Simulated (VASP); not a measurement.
# SbTe2O (P6/mmm) in VASP: further runs

Runs on SbTe2O. Level: PBE. Tasks: single point, relaxation of cell and atoms.

Program: VASP 6.6.1. These are calculated values, not measurements. Logs are shortened: lines on timing, memory, paths and dates and some standing lists are left out, and cuts for length are marked.

## Step 1: The cell of the first run

Symmetry: P6/mmm, No. 191, hexagonal system. The conventional cell has a = 5.595 Å, b = 5.595 Å, c = 4.042 Å, α = 90.00°, β = 90.00°, γ = 120.00°. Within 2.7 Å of Sb (site symmetry 6/mmm) lie 2 O at 2.02 Å. Within 4.2 Å of Te (site symmetry -6m2) lie 5 Te at 3.23 to 4.04 Å and 3 Sb at 3.23 Å and 6 O at 3.81 Å. Within 2.7 Å of O (site symmetry 6/mmm) lie 2 Sb at 2.02 Å.

The cell was built from a structure type or drawn by symmetry, and may not be a known phase.

## Step 2: Single point, PBE

File INCAR:

```
SYSTEM = SbTe2O
  PREC = Accurate
  ENCUT = 520
  EDIFF = 1E-6
  ISMEAR = 0
  SIGMA = 0.1
  LREAL = .False.
  LASPH = .True.
  NELM = 100
  ALGO = Normal
  ISIF = 2
  LWAVE = .False.
  LCHARG = .False.
  GGA = PE
  NBANDS = 20
```

File KPOINTS:

```
regular mesh
0
Gamma
  12 12 12
  0 0 0
```

File POSCAR:

```
SbTe2O
1.0
    5.5947200511      0.0000000000      0.0000000000
   -2.7973600256      4.8451696913      0.0000000000
    0.0000000000      0.0000000000      4.0424918531
Sb Te O
1 2 1
Direct
    0.0000000000      0.0000000000      0.0000000000
    0.3333333333      0.6666666667      0.0000000000
    0.6666666667      0.3333333333      0.0000000000
    0.0000000000      0.0000000000      0.5000000000
```

Potentials or basis: VASP PAW PBE potentials, release 64 (Sb, Te, O).

Started as:

```sh
$ cat potpaw_PBE.64/Sb/POTCAR potpaw_PBE.64/Te/POTCAR potpaw_PBE.64/O/POTCAR > POTCAR
$ mpirun -np 1 vasp_std > vasp.out
```

OUTCAR:

```text
SYSTEM = SbTe2O
   PREC = Accurate
   ENCUT = 520
   EDIFF = 1E-6
   ISMEAR = 0
   LREAL = .False.
   LASPH = .True.
   NELM = 100
   ISIF = 2
   GGA = PE

 ion  position               nearest neighbor table
   1  0.000  0.000  0.000-   4 2.02   4 2.02   2 3.23   3 3.23   3 3.23   2 3.23   3 3.23   2 3.23

   2  0.333  0.667  0.000-   3 3.23   3 3.23   1 3.23   1 3.23   1 3.23   3 3.23
   3  0.667  0.333  0.000-   2 3.23   2 3.23   1 3.23   1 3.23   1 3.23   2 3.23
   4  0.000  0.000  0.500-   1 2.02   1 2.02

  LATTYP: Found a hexagonal cell.
 ALAT       =     5.5947200511
 C/A-ratio  =     0.7225548046

  Lattice vectors:

 A1 = (   5.5947200511,   0.0000000000,   0.0000000000)
 A2 = (  -2.7973600256,   4.8451696913,   0.0000000000)
 A3 = (   0.0000000000,   0.0000000000,   4.0424918531)

Analysis of symmetry for initial positions (statically):
=====================================================================
 Subroutine PRICEL returns:
 Original cell was already a primitive cell.

 Routine SETGRP: Setting up the symmetry group for a
 hexagonal supercell.

 Subroutine GETGRP returns: Found 24 space group operations
 (whereof 24 operations were pure point group operations)
 out of a pool of 24 trial point group operations.

The static configuration has the point symmetry D_6h.

Analysis of symmetry for dynamics (positions and initial velocities):
=====================================================================
 Subroutine PRICEL returns:
 Original cell was already a primitive cell.

 Routine SETGRP: Setting up the symmetry group for a
 hexagonal supercell.

 Subroutine GETGRP returns: Found 24 space group operations
 (whereof 24 operations were pure point group operations)
 out of a pool of 24 trial point group operations.

The dynamic configuration has the point symmetry D_6h.

 Subroutine INISYM returns: Found 24 space group operations
 (whereof 24 operations are pure point group operations),
 and found     1 'primitive' translations

----------------------------------------------------------------------------------------

                                     Primitive cell

  volume of cell :     109.5813

  direct lattice vectors                    reciprocal lattice vectors
     5.594720051  0.000000000  0.000000000     0.178739953  0.103195560  0.000000000
    -2.797360026  4.845169691  0.000000000     0.000000000  0.206391120  0.000000000
[... 84 lines left out ...]
   LNONCOLLINEAR =      F non collinear calculations
   LSORBIT =      F    spin-orbit coupling
   LASPH  =      T    aspherical Exc in radial PAW
   ENCUT  =  520.0 eV  38.22 Ry    6.18 a.u.  10.40 10.40  7.52*2*pi/ulx,y,z
   NELM   =    100;   NELMIN=  2; NELMDL= -5     # of ELM steps
   EDIFF  = 0.1E-05   stopping-criterion for ELM
   LREAL  =      F    real-space projection
   EDIFFG = 0.1E-04   stopping-criterion for IOM
   NSW    =      0    number of steps for IOM
   IBRION =     -1    ionic relax: 0-MD 1-quasi-New 2-CG
   NFREE  =      0    steps in history (QN), initial steepest desc. (CG)
   ISIF   =      2    stress and relaxation
   ISYM   =      2    0-nonsym 1-usesym 2-fastsym
   POTIM  = 0.5000    time-step for ionic-motion
   TEBEG  =    0.0;   TEEND  =   0.0 temperature during run
   PSTRESS=    0.0 pullay stress
   NELECT =      23.0000    total number of electrons
   NUPDOWN=      -1.0000    fix difference up-down
   EMIN   =  10.00;   EMAX   =-10.00  energy-range for DOS
   EFERMI =   0.00;   METHOD = LEGACY
   ISMEAR =     0;   SIGMA  =   0.10  broadening in eV -4-tet -1-fermi 0-gaus
   EFERMI_NEDOS =   21; number of points for ismear=-14 and -15
   IALGO  =     38    algorithm
   IMIX   =      4    mixing-type and parameters
     AMIX     =   0.40;   BMIX     =  1.00
     AMIX_MAG =   1.60;   BMIX_MAG =  1.00
  volume/ion in A,a.u.               =      27.40       184.87
  Fermi-wavevector in a.u.,A,eV,Ry     =   0.972908  1.838530 12.878604  0.946551
  Thomas-Fermi vector in A             =   2.103245
   LORBIT       =      0    0 simple, 1 ext, 2 COOP (PROOUT), +10 PAW based schemes
   GGA     = PE    functional components
   LHFCALC =     F    Hartree Fock is set to
   AEXX    =    0.0000 exact exchange contribution
   IVDW    =     0    specifies the selected vdW correction
   LEPSILON=     F    determine dielectric tensor
   LRPA    =     F    only Hartree local field effects (RPA)
 non-spin polarized calculation
 Gauss-broadening in eV      SIGMA  =   0.10
  energy-cutoff  :      520.00
  volume of cell :      109.58
 maximum number of plane-waves:      2979
 NGX is ok and might be reduce to    42
   NGX = 21   NGY = 21   NGZ = 15

 number of electron      22.9999999 magnetization

 Free energy of the ion-electron system (eV)
  ---------------------------------------------------
  ext. energy  EPLUGINS =         0.00000000
  ---------------------------------------------------
  free energy    TOTEN  =       -15.69192076 eV

  energy without entropy =      -15.68204198  energy(sigma->0) =      -15.68698137

 E-fermi :   5.0766     XC(G=0):  -9.1439

 val. band max:        5.0701589604   @ k =   0.3333  -0.0000   0.0833
 cond. band min:       5.0773474640   @ k =   0.2500   0.0000   0.3333
 fundamental gap:      0.0071885037
 Fermi energy:         5.0766433005

 k-point     1 :       0.0000    0.0000    0.0000
  band No.  band energies     occupation
      1     -12.9366      2.00000
      2      -7.1588      2.00000
      3      -4.2599      2.00000
      4      -1.3218      2.00000
      5      -0.8671      2.00000
      6       0.7318      2.00000
[... 541 lines left out ...]
     19      12.7904      0.00000
     20      13.3768      0.00000

 [... further k-points ...]
[... 5 lines left out ...]
  --------------------------------------------------------------------------------------
  -------------------------------------------------------------------------------------
  Total       -0.0846629     -0.0846629      0.0321152      0.0000000      0.0000000      0.0000000
  in kB       -1.2378483     -1.2378483      0.4695532      0.0000000      0.0000000      0.0000000
  external PRESSURE =      -0.6687145 kB  Pullay stress =       0.0000000 kB

 VOLUME and BASIS-vectors are now :
 -----------------------------------------------------------------------------
  energy-cutoff  :      520.00
  volume of cell :      109.58
      direct lattice vectors                 reciprocal lattice vectors
     5.594720051  0.000000000  0.000000000     0.178739953  0.103195560  0.000000000
    -2.797360026  4.845169691  0.000000000     0.000000000  0.206391120  0.000000000
     0.000000000  0.000000000  4.042491853     0.000000000  0.000000000  0.247372174

 POSITION                                       TOTAL-FORCE (eV/Angst)
 -----------------------------------------------------------------------------------
      0.00000      0.00000      0.00000        -0.000000     -0.000000     -0.000000
     -0.00000      3.23011      0.00000        -0.000000      0.000000     -0.000000
      2.79736      1.61506      0.00000         0.000000     -0.000000      0.000000
      0.00000      0.00000      2.02125        -0.000000     -0.000000     -0.000000
 -----------------------------------------------------------------------------------
    total drift:                               -0.000000      0.000000      0.000000

  FREE ENERGIE OF THE ION-ELECTRON SYSTEM (eV)
  ---------------------------------------------------
  free  energy   TOTEN  =       -15.6919207578 eV

  energy  without entropy=      -15.6820419821  energy(sigma->0) =      -15.68698137
```

OSZICAR:

```text
N       E                     dE             d eps       ncg     rms          rms(c)
DAV:   1     0.117091195752E+03    0.11709E+03   -0.87071E+03  5320   0.909E+02
DAV:   2    -0.746894813365E+01   -0.12456E+03   -0.12101E+03  7044   0.180E+02
DAV:   3    -0.183866508769E+02   -0.10918E+02   -0.10781E+02  6596   0.576E+01
DAV:   4    -0.185398037561E+02   -0.15315E+00   -0.15303E+00  6508   0.775E+00
DAV:   5    -0.185425095348E+02   -0.27058E-02   -0.27057E-02  6388   0.994E-01    0.125E+01
DAV:   6    -0.161352658329E+02    0.24072E+01   -0.12293E+01  5964   0.276E+01    0.844E+00
DAV:   7    -0.157290527853E+02    0.40621E+00   -0.36195E+00  6184   0.101E+01    0.490E+00
DAV:   8    -0.156925258925E+02    0.36527E-01   -0.46266E-01  5824   0.387E+00    0.123E+00
DAV:   9    -0.156921831781E+02    0.34271E-03   -0.46303E-02  6200   0.126E+00    0.437E-01
DAV:  10    -0.156918134833E+02    0.36969E-03   -0.91575E-03  6540   0.572E-01    0.236E-01
DAV:  11    -0.156919482411E+02   -0.13476E-03   -0.17810E-03  6616   0.264E-01    0.663E-02
DAV:  12    -0.156919204961E+02    0.27745E-04   -0.26791E-04  6116   0.102E-01    0.326E-02
DAV:  13    -0.156919223237E+02   -0.18276E-05   -0.11582E-04  6824   0.659E-02    0.124E-02
DAV:  14    -0.156919205733E+02    0.17504E-05   -0.22426E-05  6620   0.298E-02    0.998E-03
DAV:  15    -0.156919207578E+02   -0.18447E-06   -0.51699E-06  5484   0.142E-02
   1 F= -.15691921E+02 E0= -.15686981E+02  d E =-.987878E-02
```

Wall time 4 min (1 thread of Intel Xeon Platinum 8488C (Sapphire Rapids), shared host); peak memory 0.44 GiB.

Results:

| Quantity | Value |
| --- | --- |
| Free energy | -15.6919 eV |
| Pressure | -0.1 GPa |
| Band gap on the k mesh | zero (an odd number of electrons rules out a gap without spin polarisation) |

Stress tensor (GPa, compression positive):
```
-0.12  0.00  0.00
 0.00 -0.12  0.00
 0.00  0.00  0.05
```

Caveat: spin-orbit coupling is left out, which moves the levels of the heavy elements; an odd number of electrons without spin polarisation forces a metal; a magnetic or distorted state may lie lower.

## Step 3: Relaxation of cell and atoms, PBE

File INCAR:

```
SYSTEM = SbTe2O
  PREC = Accurate
  ENCUT = 600
  EDIFF = 1E-6
  ISMEAR = 0
  SIGMA = 0.1
  LREAL = .FALSE.
  LASPH = .TRUE.
  NELM = 100
  ALGO = Normal
  ISIF = 3
  LWAVE = .FALSE.
  LCHARG = .FALSE.
  GGA = PE
  IBRION = 2
  NSW = 100
  EDIFFG = -0.01
```

File KPOINTS:

```
Automatic mesh
0
G
  12 12 12
  0 0 0
```

File POSCAR:

```
SbTe2O
1.0
    5.6005100909      0.0000000000      0.0000000000
   -2.8002550455      4.8501840129      0.0000000000
    0.0000000000      0.0000000000      4.0373708045
Sb Te O
1 2 1
Direct
    0.0000000000      0.0000000000      0.0000000000
    0.3333333333      0.6666666667      0.0000000000
    0.6666666667      0.3333333333      0.0000000000
    0.0000000000      0.0000000000      0.5000000000
```

Potentials or basis: VASP PAW PBE potentials, release 64 (Sb, Te, O).

Started as:

```sh
$ cat potpaw_PBE.64/Sb/POTCAR potpaw_PBE.64/Te/POTCAR potpaw_PBE.64/O/POTCAR > POTCAR
$ mpirun -np 1 vasp_std > vasp.out
```

It took 7.9 min on 1 thread of Intel Xeon Platinum 8488C (Sapphire Rapids), shared host; peak memory 0.5 GiB.

The run converged. Its results:

* Free energy: -15.6943 eV
* Relaxed volume: 27.32 Å³/atom
* Relaxed cell: a = 5.587 Å, b = 5.587 Å, c = 4.042 Å, α = 90.00°, β = 90.00°, γ = 120.00°
* Space group after relaxing (to 0.1 Å): P6/mmm (No. 191)
* Energy gained by relaxing: 0.1 meV/atom
* Ionic steps: 6
* Pressure after relaxing: 0.0 GPa
* Band gap on the k mesh: zero (an odd number of electrons rules out a gap without spin polarisation)

The path:
```tsv
step	energy change (eV)	largest force (eV/Å)	pressure (GPa)	volume (Å³)
1	0.0000	0.0000	-0.09	109.67
2	-0.0005	0.0000	-0.08	109.42
3	-0.0006	0.0000	-0.07	109.45
4	-0.0006	0.0000	-0.07	109.46
5	-0.0006	0.0000	-0.07	109.47
6	-0.0006	0.0000	0.02	109.26
```

Final structure:
```xyz
4
Lattice="5.5870 0.0000 0.0000 -2.7935 4.8385 0.0000 0.0000 0.0000 4.0418" Properties=species:S:1:pos:R:3 pbc="T T T"
Sb   -2.7935    4.8385    0.0000
Te    0.0000    3.2257    4.0418
Te    2.7935    1.6128    0.0000
O    -2.7935    4.8385    2.0209
```

Levels at points of the mesh, in eV from the Fermi level:
```
           k point  band 10  band 11  band 12  band 13  band 14  band 15
(0.00, 0.00, 0.00)    -0.77    -0.72    -0.72     1.34     4.86     5.18
(0.50, 0.00, 0.00)    -0.30    -0.19     0.45     0.72     2.47     2.73
(0.00, 0.00, 0.50)    -2.37    -2.37    -0.73     0.32     4.86     4.86
(0.50, 0.00, 0.50)    -1.38    -0.75     1.03     1.33     1.71     2.06
```

Caveat: spin-orbit coupling is left out, which moves the levels of the heavy elements; an odd number of electrons without spin polarisation forces a metal; a magnetic or distorted state may lie lower.
